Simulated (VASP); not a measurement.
# Si3N4 (Si3N4 (P6_3/m)) (P6_3/m) in VASP: single point with PBE

Aim: the single point of Si3N4 (Si3N4 (P6_3/m)) with PBE.

Program: VASP 6.6.1. These are calculated values, not measurements. Logs are shortened: lines on timing, memory, paths and dates and some standing lists are left out, and cuts for length are marked.

## (1) The cell of the first run

It takes space group P6_3/m (No. 176, hexagonal). The conventional cell has a = 7.663 Å, b = 7.663 Å, c = 2.926 Å, α = 90.00°, β = 90.00°, γ = 120.00°. Si (site symmetry m) has 4 N at 1.74 to 1.75 Å within 2.3 Å. Within 2.3 Å of N (site symmetry -6) lie 3 Si at 1.74 Å. Within 2.3 Å of N (site symmetry m) lie 3 Si at 1.75 Å.

## (2) Single point, PBE

INCAR reads:

```
PREC     = Accurate       # precision mode
ENCUT    = 520            # plane-wave cutoff, eV
EDIFF    = 1E-7           # SCF threshold, eV
ISMEAR   = 0              # smearing method
SIGMA    = 0.01           # smearing width, eV
LREAL    = Auto         
LASPH    = True           # aspherical terms in the spheres
NELM     = 60             # most SCF steps
ALGO     = Normal         # electronic algorithm
ISIF     = 2              # what is computed and relaxed
LWAVE    = False          # write WAVECAR
LCHARG   = False          # write CHGCAR
GGA      = PE             # functional
NBANDS   = 84             # bands
```

KPOINTS reads:

```
Automatic mesh
0
Gamma
  1 1 1
```

POSCAR reads:

```
Si3N4
1.0
    7.6633883346      0.0000000000      0.0000000000
   -3.8316941673      6.6366889768      0.0000000000
    0.0000000000      0.0000000000      5.8522779955
Si N
12 16
Direct
    0.2310993364      0.8249884716      0.3750000000
    0.4061108648      0.2310993364      0.1250000000
    0.8249884716      0.5938891352      0.1250000000
    0.1750115284      0.4061108648      0.3750000000
    0.5938891352      0.7689006636      0.3750000000
    0.7689006636      0.1750115284      0.1250000000
    0.2310993364      0.8249884716      0.8750000000
    0.4061108648      0.2310993364      0.6250000000
    0.8249884716      0.5938891352      0.6250000000
    0.1750115284      0.4061108648      0.8750000000
    0.5938891352      0.7689006636      0.8750000000
    0.7689006636      0.1750115284      0.6250000000
    0.3333333333      0.6666666667      0.3750000000
    0.6666666667      0.3333333333      0.1250000000
    0.9691753813      0.6699950340      0.3750000000
    0.2991803472      0.9691753813      0.1250000000
    0.6699950340      0.7008196528      0.1250000000
    0.3300049660      0.2991803472      0.3750000000
    0.0308246187      0.3300049660      0.1250000000
    0.7008196528      0.0308246187      0.3750000000
    0.3333333333      0.6666666667      0.8750000000
    0.6666666667      0.3333333333      0.6250000000
    0.9691753813      0.6699950340      0.8750000000
    0.2991803472      0.9691753813      0.6250000000
    0.6699950340      0.7008196528      0.6250000000
    0.3300049660      0.2991803472      0.8750000000
    0.0308246187      0.3300049660      0.6250000000
    0.7008196528      0.0308246187      0.8750000000
```

Potentials or basis: VASP PAW PBE potentials, release 64 (Si, N).

On the command line:

```console
$ cat potpaw_PBE.64/Si/POTCAR potpaw_PBE.64/N/POTCAR > POTCAR
$ mpirun -np 1 vasp_gam > vasp.out
```

OUTCAR:

```text
PREC = Accurate
   ENCUT = 520
   EDIFF = 1E-7
   ISMEAR = 0
   LREAL = Auto
   LASPH = True
   NELM = 60
   ISIF = 2
   GGA = PE

 ion  position               nearest neighbor table
   1  0.231  0.825  0.375-  13 1.74  15 1.75  16 1.75  24 1.75   7 2.93   7 2.93   4 3.02   5 3.02
                             8 3.07   2 3.07   9 3.07   3 3.07
   2  0.406  0.231  0.125-  14 1.74  16 1.75  18 1.75  26 1.75   8 2.93   8 2.93   3 3.02   6 3.02
                             1 3.07   7 3.07  10 3.07   4 3.07
   3  0.825  0.594  0.125-  14 1.74  17 1.75  15 1.75  23 1.75   9 2.93   9 2.93   6 3.02   2 3.02
                             1 3.07   7 3.07  11 3.07   5 3.07
   4  0.175  0.406  0.375-  13 1.74  18 1.75  19 1.75  27 1.75  10 2.93  10 2.93   1 3.02   5 3.02
                            12 3.07   6 3.07   8 3.07   2 3.07
   5  0.594  0.769  0.375-  13 1.74  20 1.75  17 1.75  25 1.75  11 2.93  11 2.93   4 3.02   1 3.02
                            12 3.07   6 3.07   9 3.07   3 3.07
   6  0.769  0.175  0.125-  14 1.74  19 1.75  20 1.75  28 1.75  12 2.93  12 2.93   3 3.02   2 3.02
                             5 3.07  11 3.07  10 3.07   4 3.07
   7  0.231  0.825  0.875-  21 1.74  23 1.75  16 1.75  24 1.75   1 2.93   1 2.93  10 3.02  11 3.02
                             8 3.07   2 3.07   9 3.07   3 3.07
   8  0.406  0.231  0.625-  22 1.74  24 1.75  18 1.75  26 1.75   2 2.93   2 2.93   9 3.02  12 3.02
                             7 3.07   1 3.07   4 3.07  10 3.07
   9  0.825  0.594  0.625-  22 1.74  25 1.75  23 1.75  15 1.75   3 2.93   3 2.93  12 3.02   8 3.02
[... 30 lines left out ...]
 A1 = (   7.6633883346,   0.0000000000,   0.0000000000)
 A2 = (  -3.8316941673,   6.6366889768,   0.0000000000)
 A3 = (   0.0000000000,   0.0000000000,   5.8522779955)

Analysis of symmetry for initial positions (statically):
=====================================================================
 Subroutine PRICEL returns following result:

  LATTYP: Found a hexagonal cell.
 ALAT       =     7.6633883346
 C/A-ratio  =     0.3818335794

  Lattice vectors:

 A1 = (   7.6633883346,   0.0000000000,   0.0000000000)
 A2 = (  -3.8316941673,   6.6366889768,   0.0000000000)
 A3 = (   0.0000000000,   0.0000000000,   2.9261389977)

   2 primitive cells build up your supercell.

 Routine SETGRP: Setting up the symmetry group for a
 hexagonal supercell.

 Subroutine GETGRP returns: Found 12 space group operations
 (whereof  6 operations were pure point group operations)
 out of a pool of 24 trial point group operations.

The static configuration has the point symmetry S_6 .
 The point group associated with its full space group is C_6h.

Analysis of symmetry for dynamics (positions and initial velocities):
=====================================================================
 Subroutine PRICEL returns following result:

  LATTYP: Found a hexagonal cell.
 ALAT       =     7.6633883346
 C/A-ratio  =     0.3818335794

  Lattice vectors:

 A1 = (   7.6633883346,   0.0000000000,   0.0000000000)
 A2 = (  -3.8316941673,   6.6366889768,   0.0000000000)
 A3 = (   0.0000000000,   0.0000000000,   2.9261389977)

   2 primitive cells build up your supercell.

 Routine SETGRP: Setting up the symmetry group for a
 hexagonal supercell.

 Subroutine GETGRP returns: Found 12 space group operations
 (whereof  6 operations were pure point group operations)
 out of a pool of 24 trial point group operations.

The dynamic configuration has the point symmetry S_6 .
 The point group associated with its full space group is C_6h.

 Subroutine INISYM returns: Found 12 space group operations
 (whereof  6 operations are pure point group operations),
 and found     2 'primitive' translations

----------------------------------------------------------------------------------------

                                     Primitive cell

  volume of cell :     148.8220

  direct lattice vectors                    reciprocal lattice vectors
     7.663388335  0.000000000  0.000000000     0.130490581  0.075338772  0.000000000
    -3.831694167  6.636688977  0.000000000     0.000000000  0.150677545  0.000000000
     0.000000000  0.000000000  2.926138998     0.000000000  0.000000000  0.341747265

  length of vectors
     7.663388335  7.663388335  2.926138998     0.150677545  0.150677545  0.341747265

  position of ions in fractional coordinates (direct lattice)
     0.231099336  0.824988472  0.750000000
     0.406110865  0.231099336  0.250000000
     0.824988472  0.593889135  0.250000000
     0.175011528  0.406110865  0.750000000
     0.593889135  0.768900664  0.750000000
     0.768900664  0.175011528  0.250000000
[... 27 lines left out ...]

 KPOINTS: Automatic mesh

Automatic generation of k-mesh.
 Grid dimensions read from file:
 generate k-points for:    1    1    1

 Generating k-lattice:

  Cartesian coordinates                     Fractional coordinates (reciprocal lattice)
     0.130490581  0.075338772  0.000000000     1.000000000 -0.000000000  0.000000000
     0.000000000  0.150677545  0.000000000     0.000000000  1.000000000  0.000000000
     0.000000000  0.000000000  0.170873633     0.000000000  0.000000000  1.000000000

  Length of vectors
     0.150677545  0.150677545  0.170873633

  Shift w.r.t. Gamma in fractional coordinates (k-lattice)
     0.000000000  0.000000000  0.000000000

 Subroutine IBZKPT returns following result:
 ===========================================

 Found      1 irreducible k-points:

 Following reciprocal coordinates:
            Coordinates               Weight
  0.000000  0.000000  0.000000      1.000000
   k-points           NKPTS =      1   k-points in BZ     NKDIM =      1   number of bands    NBANDS=     84
   number of dos      NEDOS =    301   number of ions     NIONS =     28
   total plane-waves  NPLWV = 172800
   dimension x,y,z NGX =    60 NGY =   60 NGZ =   48
   dimension x,y,z NGXF=   120 NGYF=  120 NGZF=   96
   ions per type =              12  16
   NGX,Y,Z   is equivalent  to a cutoff of  13.02, 13.02, 13.64 a.u.
   NGXF,Y,Z  is equivalent  to a cutoff of  26.03, 26.03, 27.27 a.u.
 SYSTEM =  unknown system
   PREC   = accura    normal or accurate (medium, high low for compatibility)
   ISTART =      0    job   : 0-new  1-cont  2-samecut
   ICHARG =      2    charge: 1-file 2-atom 10-const
   ISPIN  =      1    spin polarized calculation?
   LNONCOLLINEAR =      F non collinear calculations
   LSORBIT =      F    spin-orbit coupling
   LASPH  =      T    aspherical Exc in radial PAW
   ENCUT  =  520.0 eV  38.22 Ry    6.18 a.u.  14.25 14.25 10.88*2*pi/ulx,y,z
   NELM   =     60;   NELMIN=  2; NELMDL= -5     # of ELM steps
   EDIFF  = 0.1E-06   stopping-criterion for ELM
   LREAL  =      T    real-space projection
   EDIFFG = 0.1E-05   stopping-criterion for IOM
   NSW    =      0    number of steps for IOM
   IBRION =     -1    ionic relax: 0-MD 1-quasi-New 2-CG
   NFREE  =      0    steps in history (QN), initial steepest desc. (CG)
   ISIF   =      2    stress and relaxation
   ISYM   =      2    0-nonsym 1-usesym 2-fastsym
   POTIM  = 0.5000    time-step for ionic-motion
   TEBEG  =    0.0;   TEEND  =   0.0 temperature during run
   PSTRESS=    0.0 pullay stress
   NELECT =     128.0000    total number of electrons
   NUPDOWN=      -1.0000    fix difference up-down
   EMIN   =  10.00;   EMAX   =-10.00  energy-range for DOS
   EFERMI =   0.00;   METHOD = LEGACY
   ISMEAR =     0;   SIGMA  =   0.01  broadening in eV -4-tet -1-fermi 0-gaus
   EFERMI_NEDOS =   21; number of points for ismear=-14 and -15
   IALGO  =     38    algorithm
   IMIX   =      4    mixing-type and parameters
     AMIX     =   0.40;   BMIX     =  1.00
     AMIX_MAG =   1.60;   BMIX_MAG =  1.00
  volume/ion in A,a.u.               =      10.63        71.74
  Fermi-wavevector in a.u.,A,eV,Ry     =   1.235698  2.335131 20.775416  1.526950
  Thomas-Fermi vector in A             =   2.370337
   LORBIT       =      0    0 simple, 1 ext, 2 COOP (PROOUT), +10 PAW based schemes
   GGA     = PE    functional components
   LHFCALC =     F    Hartree Fock is set to
   AEXX    =    0.0000 exact exchange contribution
   IVDW    =     0    specifies the selected vdW correction
   LEPSILON=     F    determine dielectric tensor
   LRPA    =     F    only Hartree local field effects (RPA)
 non-spin polarized calculation
 Gauss-broadening in eV      SIGMA  =   0.01
  energy-cutoff  :      520.00
  volume of cell :      297.64
 maximum number of plane-waves:      3980
 NGX is ok and might be reduce to    60
   NGX = 29   NGY = 29   NGZ = 21

 number of electron     127.9999986 magnetization

 Free energy of the ion-electron system (eV)
  ---------------------------------------------------
  ext. energy  EPLUGINS =         0.00000000
  ---------------------------------------------------
  free energy    TOTEN  =      -224.65243189 eV

  energy without entropy =     -224.65243189  energy(sigma->0) =     -224.65243189

 E-fermi :   6.5358     XC(G=0): -10.6807

 val. band max:        6.4669330875   @ k =   0.0000   0.0000   0.0000
 cond. band min:      10.8194835849   @ k =   0.0000   0.0000   0.0000
 fundamental gap:      4.3525504974
 Fermi energy:         6.5357679468

 k-point     1 :       0.0000    0.0000    0.0000
  band No.  band energies     occupation
      1     -11.4551      2.00000
      2     -10.0344      2.00000
      3     -10.0344      2.00000
      4      -9.3814      2.00000
      5      -9.2626      2.00000
      6      -9.2626      2.00000
[... 68 lines left out ...]
     75      12.4134      0.00000
     76      13.7730      0.00000
 [bands above 76 left out]

------------------------ aborting loop because EDIFF is reached ----------------------------------------

  FORCE on cell =-STRESS in cart. coord.  units (eV):
  Direction    XX          YY          ZZ          XY          YZ          ZX
  --------------------------------------------------------------------------------------
  -------------------------------------------------------------------------------------
  Total       -8.4243214     -8.4243214     17.2507697     -0.0000002      0.0000000     -0.0000000
  in kB      -45.3469689    -45.3469689     92.8585321     -0.0000009      0.0000000     -0.0000000
  external PRESSURE =       0.7215314 kB  Pullay stress =       0.0000000 kB

 VOLUME and BASIS-vectors are now :
 -----------------------------------------------------------------------------
  energy-cutoff  :      520.00
  volume of cell :      297.64
      direct lattice vectors                 reciprocal lattice vectors
     7.663388335  0.000000000  0.000000000     0.130490581  0.075338772  0.000000000
    -3.831694167  6.636688977  0.000000000     0.000000000  0.150677545  0.000000000
     0.000000000  0.000000000  5.852277995     0.000000000  0.000000000  0.170873633

 POSITION                                       TOTAL-FORCE (eV/Angst)
 -----------------------------------------------------------------------------------
     -1.39010      5.47519      2.19460        -0.046114      0.289637      0.000000
      2.22668      1.53373      0.73153        -0.273890      0.104883      0.000000
      4.04661      3.94146      0.73153         0.227776      0.184754     -0.000000
     -0.21491      2.69523      2.19460        -0.227776     -0.184754      0.000000
      1.60501      5.10295      2.19460         0.273890     -0.104883      0.000000
      5.22179      1.16150      0.73153         0.046114     -0.289637     -0.000000
[... 20 lines left out ...]
     -1.02826      2.19014      3.65767         0.430687      0.185455      0.000000
      5.25254      0.20457      5.12074         0.054735      0.465714     -0.000000
 -----------------------------------------------------------------------------------
    total drift:                                0.000000      0.000000      0.000000

  FREE ENERGIE OF THE ION-ELECTRON SYSTEM (eV)
  ---------------------------------------------------
  free  energy   TOTEN  =      -224.6524318869 eV

  energy  without entropy=     -224.6524318869  energy(sigma->0) =     -224.65243189
```

It took 75 s on 1 thread of AMD EPYC 7R13 (Zen 3), shared host; peak memory 0.36 GiB.

Results:

- Free energy: -224.6524 eV
- Pressure: 0.1 GPa
- Largest force: 0.469 eV/Å
- Band gap on the k mesh: 4.35 eV

Forces on the atoms (eV/Å):
```
Si  -0.046  0.290  0.000
Si  -0.274  0.105  0.000
Si   0.228  0.185  0.000
Si  -0.228 -0.185  0.000
Si   0.274 -0.105  0.000
Si   0.046 -0.290  0.000
Si  -0.046  0.290  0.000
Si  -0.274  0.105  0.000
Si   0.228  0.185  0.000
Si  -0.228 -0.185  0.000
Si   0.274 -0.105  0.000
Si   0.046 -0.290  0.000
N    0.000  0.000  0.000
N    0.000  0.000  0.000
N   -0.431 -0.185  0.000
N   -0.055 -0.466  0.000
N   -0.376  0.280  0.000
N    0.376 -0.280  0.000
N    0.431  0.185  0.000
N    0.055  0.466  0.000
N    0.000  0.000  0.000
N    0.000  0.000  0.000
N   -0.431 -0.185  0.000
N   -0.055 -0.466  0.000
N   -0.376  0.280  0.000
N    0.376 -0.280  0.000
N    0.431  0.185  0.000
N    0.055  0.466  0.000
```

Stress tensor (GPa, compression positive):
```
-4.53  0.00  0.00
 0.00 -4.53  0.00
 0.00  0.00  9.29
```

Levels at points of the mesh, in eV from the valence-band top:
```
           k point  band 60  band 61  band 62  band 63  band 64  band 65  band 66  band 67  band 68  band 69
(0.00, 0.00, 0.00)    -1.10    -1.10    -0.26    -0.24     0.00     4.35     4.72     4.76     4.76     4.76
```

Caveat: the k points lie up to 1.07 Å⁻¹ apart. A k mesh can miss the band edges.
